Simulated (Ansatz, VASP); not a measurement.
## Two plane-wave programs on HfN

```
CELL_PARAMETERS angstrom
0.00000 2.27386 2.27386
2.27386 0.00000 2.27386
2.27386 2.27386 0.00000
ATOMIC_POSITIONS crystal
Hf 0.00000 0.00000 0.00000
N 0.50000 0.50000 0.50000
```

Alike in both runs: functional PBE; k mesh 13 × 13 × 13; occupations fermi-dirac, width 0.02 eV; no spin polarisation.

Ansatz relaxed the structure, and its values are those at the end. VASP's run is a single point on that final structure, the one shown.

|  | VASP | Ansatz |
| --- | --- | --- |
| version | VASP 6.6.1 | Ansatz 0.2.0 |
| potentials or method | VASP PAW PBE potentials, release 64 (Hf_pv, N) | PAW with Ansatz's default frozen-core files, scalar-relativistic |
| plane-wave cutoff (eV) | 600 | 420 |
| valence electrons in the cell | 15 | 31 |

|  | VASP | Ansatz | Ansatz less VASP |
| --- | --- | --- | --- |
| pressure (GPa) | -2.4 | 0.0 | +2.45 |

With one functional, cell and mesh, what is left measures potentials, basis and numerics. VASP's potentials hold 15 valence electrons a cell and Ansatz's 31, so a difference there can come from the potentials and not from the codes.

Spin-orbit coupling is off throughout.
